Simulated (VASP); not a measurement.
# Re (P6_3/mmc) in VASP: further runs, part 2 of 3

VASP 6.6.1. The steps go on from the part before.

## Step 3: Electric field gradients, PBEsol (12.09 Å³/atom)

This run uses another cell than the first one, of 12.09 Å³/atom.

Input file INCAR:

```
PREC = Accurate
ENCUT = 520
EDIFF = 1E-8
ISMEAR = -1
SIGMA = 0.05
LREAL = F
LASPH = T
NELM = 80
ALGO = Normal
ISIF = 2
LWAVE = F
LCHARG = F
GGA = PS
LEFG = T
NBANDS = 14
```

Input file KPOINTS:

```
regular mesh
0
Gamma
  18 18 10
```

Input file POSCAR:

```
Re
1.0
    2.5941956526      0.0000000000      0.0000000000
   -1.2970978263      2.2466393375      0.0000000000
    0.0000000000      0.0000000000      4.1480801636
Re
2
Direct
    0.3333333333      0.6666666667      0.2500000000
    0.6666666667      0.3333333333      0.7500000000
```

Potentials or basis: VASP PAW PBE potentials, release 64 (Re).

Launch:

```
> cat potpaw_PBE.64/Re/POTCAR > POTCAR
> mpirun -np 1 vasp_std > vasp.out
```

OUTCAR:

```text
PREC = Accurate
   ENCUT = 520
   EDIFF = 1E-8
   ISMEAR = -1
   LREAL = F
   LASPH = T
   NELM = 80
   ISIF = 2
   GGA = PS

 ion  position               nearest neighbor table
   1  0.333  0.667  0.250-   2 2.56   2 2.56   2 2.56   2 2.56   2 2.56   2 2.56
   2  0.667  0.333  0.750-   1 2.56   1 2.56   1 2.56   1 2.56   1 2.56   1 2.56

  LATTYP: Found a hexagonal cell.
 ALAT       =     2.5941956526
 C/A-ratio  =     1.5989850879

  Lattice vectors:

 A1 = (   2.5941956526,   0.0000000000,   0.0000000000)
 A2 = (  -1.2970978263,   2.2466393375,   0.0000000000)
 A3 = (   0.0000000000,   0.0000000000,   4.1480801636)

Analysis of symmetry for initial positions (statically):
=====================================================================
 Subroutine PRICEL returns:
 Original cell was already a primitive cell.

 Routine SETGRP: Setting up the symmetry group for a
 hexagonal supercell.

 Subroutine GETGRP returns: Found 24 space group operations
 (whereof 12 operations were pure point group operations)
 out of a pool of 24 trial point group operations.

The static configuration has the point symmetry D_3d.
 The point group associated with its full space group is D_6h.

Analysis of symmetry for dynamics (positions and initial velocities):
=====================================================================
 Subroutine PRICEL returns:
 Original cell was already a primitive cell.

 Routine SETGRP: Setting up the symmetry group for a
 hexagonal supercell.

 Subroutine GETGRP returns: Found 24 space group operations
 (whereof 12 operations were pure point group operations)
 out of a pool of 24 trial point group operations.
[... 554 lines left out ...]
      5       7.8666      2.00000
      6       8.7537      2.00000
      7       9.6757      2.00000
      8      14.5915      0.00000
      9      15.3158      0.00000
     10      15.9222      0.00000
     11      17.8256      0.00000
     12      21.1557      0.00000
     13      22.9909      0.00000
     14      23.5494      0.00000

 [... further k-points ...]

------------------------ aborting loop because EDIFF is reached ----------------------------------------

  FORCE on cell =-STRESS in cart. coord.  units (eV):
  Direction    XX          YY          ZZ          XY          YZ          ZX
  --------------------------------------------------------------------------------------
  -------------------------------------------------------------------------------------
  Total       16.4637639     16.4637639     17.7391071     -0.0000000      0.0000000      0.0000000
  in kB     1091.0797204   1091.0797203   1175.5987411     -0.0000000      0.0000000      0.0000000
  external PRESSURE =    1119.2527273 kB  Pullay stress =       0.0000000 kB

 VOLUME and BASIS-vectors are now :
 -----------------------------------------------------------------------------
  energy-cutoff  :      520.00
  volume of cell :       24.18
      direct lattice vectors                 reciprocal lattice vectors
     2.594195653  0.000000000  0.000000000     0.385475937  0.222554636  0.000000000
    -1.297097826  2.246639337  0.000000000     0.000000000  0.445109272  0.000000000
     0.000000000  0.000000000  4.148080164     0.000000000  0.000000000  0.241075380

 POSITION                                       TOTAL-FORCE (eV/Angst)
 -----------------------------------------------------------------------------------
     -0.00000      1.49776      1.03702         0.000000     -0.000000      0.000000
      1.29710      0.74888      3.11106        -0.000000      0.000000      0.000000
 -----------------------------------------------------------------------------------
    total drift:                                0.000000     -0.000000     -0.000000

  FREE ENERGIE OF THE ION-ELECTRON SYSTEM (eV)
  ---------------------------------------------------
  free  energy   TOTEN  =       -25.2753944539 eV

  energy  without entropy=      -25.2644575923  energy(sigma->0) =      -25.26992602

 Electric field gradients (V/A^2)
---------------------------------------------------------------------
 ion       V_xx      V_yy      V_zz      V_xy      V_xz      V_yz
---------------------------------------------------------------------
   1      54.808    54.808  -109.616     0.000     0.000    -0.000
   2      54.808    54.808  -109.616     0.000    -0.000     0.000
---------------------------------------------------------------------

 Electric field gradients after diagonalization (V/A^2)
 (convention: |V_zz| > |V_xx| > |V_yy|)
----------------------------------------------------------------------
 ion       V_xx      V_yy      V_zz     asymmetry (V_yy - V_xx)/ V_zz
----------------------------------------------------------------------
   1      54.808    54.808  -109.616       0.000
   2      54.808    54.808  -109.616       0.000
----------------------------------------------------------------------

           NMR quadrupolar parameters

 Cq : quadrupolar parameter    Cq=e*Q*V_zz/h
 eta: asymmetry parameters     (V_yy - V_xx)/ V_zz
 Q  : nuclear electric quadrupole moment in mb (millibarn)
----------------------------------------------------------------------
 ion       Cq(MHz)       eta       Q (mb)
----------------------------------------------------------------------
   1      -0.265       0.000       1.000
   2      -0.265       0.000       1.000
----------------------------------------------------------------------
```

OSZICAR:

```text
N       E                     dE             d eps       ncg     rms          rms(c)
DAV:   1     0.221895027767E+02    0.22190E+02   -0.70521E+03 12400   0.132E+03
DAV:   2    -0.255700650996E+02   -0.47760E+02   -0.42564E+02 10184   0.313E+02
DAV:   3    -0.264858829457E+02   -0.91582E+00   -0.89777E+00  9400   0.415E+01
DAV:   4    -0.264941002461E+02   -0.82173E-02   -0.82122E-02  9692   0.247E+00
DAV:   5    -0.264942367114E+02   -0.13647E-03   -0.13645E-03  9322   0.564E-01    0.639E+01
DAV:   6    -0.256680045345E+02    0.82623E+00   -0.32512E-01 10842   0.136E+01    0.334E+01
DAV:   7    -0.252798578910E+02    0.38815E+00   -0.40723E-01 10862   0.148E+01    0.456E-01
DAV:   8    -0.252760534752E+02    0.38044E-02   -0.54663E-03 10548   0.869E-01    0.367E-01
DAV:   9    -0.252753971093E+02    0.65637E-03   -0.66473E-04 10526   0.416E-01    0.410E-02
DAV:  10    -0.252754016407E+02   -0.45314E-05   -0.60987E-05 10302   0.957E-02    0.134E-02
DAV:  11    -0.252753946088E+02    0.70319E-05   -0.16975E-06 10392   0.277E-02    0.278E-03
DAV:  12    -0.252753944544E+02    0.15446E-06   -0.41969E-08  8094   0.537E-03    0.694E-04
DAV:  13    -0.252753944539E+02    0.42473E-09   -0.73124E-09  6028   0.151E-03
   1 F= -.25275394E+02 E0= -.25269926E+02  d E =-.109369E-01
```

Run time: 2 min. Hardware: 1 thread of Intel Xeon 8259CL, shared host; peak memory 0.19 GiB.

Results:

```
Free energy                             : -25.2754 eV
Pressure                                : 111.9 GPa
Band gap on the k mesh                  : zero (bands 7 and 8 overlap by 4.73 eV)
Largest electric field gradient by atom : Re -109.6 V/Å²
```

Stress tensor (GPa, compression positive):
```
109.11   0.00   0.00
  0.00 109.11   0.00
  0.00   0.00 117.56
```

Levels at points of the mesh, in eV from the Fermi level:
```
           k point  band 5  band 6  band 7  band 8  band 9  band 10
(0.00, 0.00, 0.00)   -2.03   -1.06   -1.06    0.04    0.04     1.41
(0.50, 0.00, 0.00)   -1.70   -1.56   -0.61    5.20    5.97     5.99
(0.00, 0.00, 0.50)   -2.43   -2.43   -2.43   -2.43    3.38     3.38
(0.50, 0.00, 0.50)    0.36    0.36    1.52    1.52    5.65     5.65
```

Electric field gradients, principal values (V/Å²):
```tsv
atom	least	middle	greatest (by size)
1 Re	54.808	54.808	-109.616
2 Re	54.808	54.808	-109.616
```

Caveat: the stress differs along the axes, from 109 to 118 GPa; without QUAD_EFG the Cq values of the log hold for a quadrupole moment of 1 mb, not for the nuclei; the PAW data sets were made with another functional, which shifts forces and pressure a little; spin-orbit coupling is left out, which moves the levels of the heavy elements.

## Step 4: Electric field gradients, PBEsol (12.09 Å³/atom)

This run uses another cell than the first one, of 12.09 Å³/atom.

Input file INCAR:

```
SYSTEM = Re
PREC = Accurate
ENCUT = 520
EDIFF = 1E-8
ISMEAR = -1
SIGMA = 0.05
LREAL = .False.
LASPH = .True.
NELM = 80
ALGO = Normal
ISIF = 2
LWAVE = .False.
LCHARG = .False.
GGA = PS
LEFG = .True.
NBANDS = 14
```

Input file KPOINTS:

```
Automatic mesh
0
Gamma
  18 18 10
  0 0 0
```

POSCAR is that of step 3.

Potentials or basis: VASP PAW PBE potentials, release 64 (Re).

Launch:

```
> cat potpaw_PBE.64/Re/POTCAR > POTCAR
> mpirun -np 1 vasp_std > vasp.out
```

OUTCAR:

```text
SYSTEM = Re
   PREC = Accurate
   ENCUT = 520
   EDIFF = 1E-8
   ISMEAR = -1
   LREAL = .False.
   LASPH = .True.
   NELM = 80
   ISIF = 2
   GGA = PS

 ion  position               nearest neighbor table
   1  0.333  0.667  0.250-   2 2.56   2 2.56   2 2.56   2 2.56   2 2.56   2 2.56
   2  0.667  0.333  0.750-   1 2.56   1 2.56   1 2.56   1 2.56   1 2.56   1 2.56

  LATTYP: Found a hexagonal cell.
 ALAT       =     2.5941956526
 C/A-ratio  =     1.5989850879

  Lattice vectors:

 A1 = (   2.5941956526,   0.0000000000,   0.0000000000)
 A2 = (  -1.2970978263,   2.2466393375,   0.0000000000)
 A3 = (   0.0000000000,   0.0000000000,   4.1480801636)

Analysis of symmetry for initial positions (statically):
=====================================================================
 Subroutine PRICEL returns:
 Original cell was already a primitive cell.

 Routine SETGRP: Setting up the symmetry group for a
 hexagonal supercell.

 Subroutine GETGRP returns: Found 24 space group operations
 (whereof 12 operations were pure point group operations)
 out of a pool of 24 trial point group operations.

The static configuration has the point symmetry D_3d.
 The point group associated with its full space group is D_6h.

Analysis of symmetry for dynamics (positions and initial velocities):
=====================================================================
 Subroutine PRICEL returns:
 Original cell was already a primitive cell.

 Routine SETGRP: Setting up the symmetry group for a
 hexagonal supercell.

 Subroutine GETGRP returns: Found 24 space group operations
 (whereof 12 operations were pure point group operations)
[... 555 lines left out ...]
      5       7.8666      2.00000
      6       8.7537      2.00000
      7       9.6757      2.00000
      8      14.5915      0.00000
      9      15.3158      0.00000
     10      15.9222      0.00000
     11      17.8256      0.00000
     12      21.1557      0.00000
     13      22.9909      0.00000
     14      23.5494      0.00000

 [... further k-points ...]

------------------------ aborting loop because EDIFF is reached ----------------------------------------

  FORCE on cell =-STRESS in cart. coord.  units (eV):
  Direction    XX          YY          ZZ          XY          YZ          ZX
  --------------------------------------------------------------------------------------
  -------------------------------------------------------------------------------------
  Total       16.4637639     16.4637639     17.7391071     -0.0000000      0.0000000      0.0000000
  in kB     1091.0797204   1091.0797203   1175.5987411     -0.0000000      0.0000000      0.0000000
  external PRESSURE =    1119.2527273 kB  Pullay stress =       0.0000000 kB

 VOLUME and BASIS-vectors are now :
 -----------------------------------------------------------------------------
  energy-cutoff  :      520.00
  volume of cell :       24.18
      direct lattice vectors                 reciprocal lattice vectors
     2.594195653  0.000000000  0.000000000     0.385475937  0.222554636  0.000000000
    -1.297097826  2.246639337  0.000000000     0.000000000  0.445109272  0.000000000
     0.000000000  0.000000000  4.148080164     0.000000000  0.000000000  0.241075380

 POSITION                                       TOTAL-FORCE (eV/Angst)
 -----------------------------------------------------------------------------------
     -0.00000      1.49776      1.03702         0.000000     -0.000000      0.000000
      1.29710      0.74888      3.11106        -0.000000      0.000000      0.000000
 -----------------------------------------------------------------------------------
    total drift:                                0.000000     -0.000000     -0.000000

  FREE ENERGIE OF THE ION-ELECTRON SYSTEM (eV)
  ---------------------------------------------------
  free  energy   TOTEN  =       -25.2753944539 eV

  energy  without entropy=      -25.2644575923  energy(sigma->0) =      -25.26992602

 Electric field gradients (V/A^2)
---------------------------------------------------------------------
 ion       V_xx      V_yy      V_zz      V_xy      V_xz      V_yz
---------------------------------------------------------------------
   1      54.808    54.808  -109.616     0.000     0.000    -0.000
   2      54.808    54.808  -109.616     0.000    -0.000     0.000
---------------------------------------------------------------------

 Electric field gradients after diagonalization (V/A^2)
 (convention: |V_zz| > |V_xx| > |V_yy|)
----------------------------------------------------------------------
 ion       V_xx      V_yy      V_zz     asymmetry (V_yy - V_xx)/ V_zz
----------------------------------------------------------------------
   1      54.808    54.808  -109.616       0.000
   2      54.808    54.808  -109.616       0.000
----------------------------------------------------------------------

           NMR quadrupolar parameters

 Cq : quadrupolar parameter    Cq=e*Q*V_zz/h
 eta: asymmetry parameters     (V_yy - V_xx)/ V_zz
 Q  : nuclear electric quadrupole moment in mb (millibarn)
----------------------------------------------------------------------
 ion       Cq(MHz)       eta       Q (mb)
----------------------------------------------------------------------
   1      -0.265       0.000       1.000
   2      -0.265       0.000       1.000
----------------------------------------------------------------------
```

Run time: 2.1 min. Hardware: 1 thread of Intel Xeon 8259CL, shared host; peak memory 0.19 GiB.

What came out:

* Free energy: -25.2754 eV
* Pressure: 111.9 GPa
* Band gap on the k mesh: zero (bands 7 and 8 overlap by 4.73 eV)
* Largest electric field gradient by atom: Re -109.6 V/Å²

Stress tensor (GPa, compression positive):
```
109.11   0.00   0.00
  0.00 109.11   0.00
  0.00   0.00 117.56
```

Levels at points of the mesh, in eV from the Fermi level:
```tsv
k point	band 3	band 4	band 5	band 6	band 7	band 8	band 9	band 10	band 11	band 12
(0.00, 0.00, 0.00)	-2.25	-2.25	-2.03	-1.06	-1.06	0.04	0.04	1.41	4.33	4.33
(0.50, 0.00, 0.00)	-6.85	-2.79	-1.70	-1.56	-0.61	5.20	5.97	5.99	8.07	9.13
(0.00, 0.00, 0.50)	-2.89	-2.89	-2.43	-2.43	-2.43	-2.43	3.38	3.38	3.38	3.38
(0.50, 0.00, 0.50)	-5.39	-5.39	0.36	0.36	1.52	1.52	5.65	5.65	6.32	6.32
```

Electric field gradients, principal values (V/Å²):
```
atom   least  middle  greatest (by size)
1 Re  54.808  54.808            -109.616
2 Re  54.808  54.808            -109.616
```

Caveat: the stress differs along the axes, from 109 to 118 GPa; without QUAD_EFG the Cq values of the log hold for a quadrupole moment of 1 mb, not for the nuclei; the PAW data sets were made with another functional, which shifts forces and pressure a little; spin-orbit coupling is left out, which moves the levels of the heavy elements.

[end of part 2 of 3]
